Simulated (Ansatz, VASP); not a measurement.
## Mg3Sb2 in VASP and in Ansatz

```
Mg Sb
1.0
     4.59387    0.00000    0.00000
    -2.29693    3.97841    0.00000
     0.00000    0.00000    7.41976
Mg Sb
3 2
Cartesian
  0.0000 2.6523 4.6821
  2.2969 1.3261 2.7376
  0.0000 0.0000 0.0000
  0.0000 2.6523 1.6869
  2.2969 1.3261 5.7328
```

Change from the starting cell: strain along c alone, the other axes held, atoms relaxed: +2.0 %.

Alike in both runs: functional PBE; k mesh 12 × 12 × 6; occupations gaussian, width 0.01 eV; no spin polarisation.

Ansatz relaxed the structure, and its values are those at the end. VASP's run is a single point on that final structure, the one shown.

|  | VASP | Ansatz |
| --- | --- | --- |
| version | VASP 6.6.1 | Ansatz 0.2.0 |
| potentials or method | VASP PAW PBE potentials, release 64 (Mg, Sb), cutoff 600 eV | scalar-relativistic, plane waves, PAW |
| valence electrons in the cell | 16 | 60 |

```tsv
	VASP	Ansatz	Ansatz less VASP
gap on the k mesh at the Fermi level (eV)	0.16	0.18	+0.024
least direct gap on the mesh (eV)	1.02	1.03	+0.007
pressure (GPa)	-0.7	-0.7	-0.03
rms of the force components (eV/Å)	0.006	0.001	-0.0051
```

VASP's potentials hold 16 valence electrons a cell and Ansatz's 60, so a difference there can come from the potentials and not from the codes. Ansatz's warnings: stress scf threshold loose.

Neither program's run includes spin-orbit coupling.
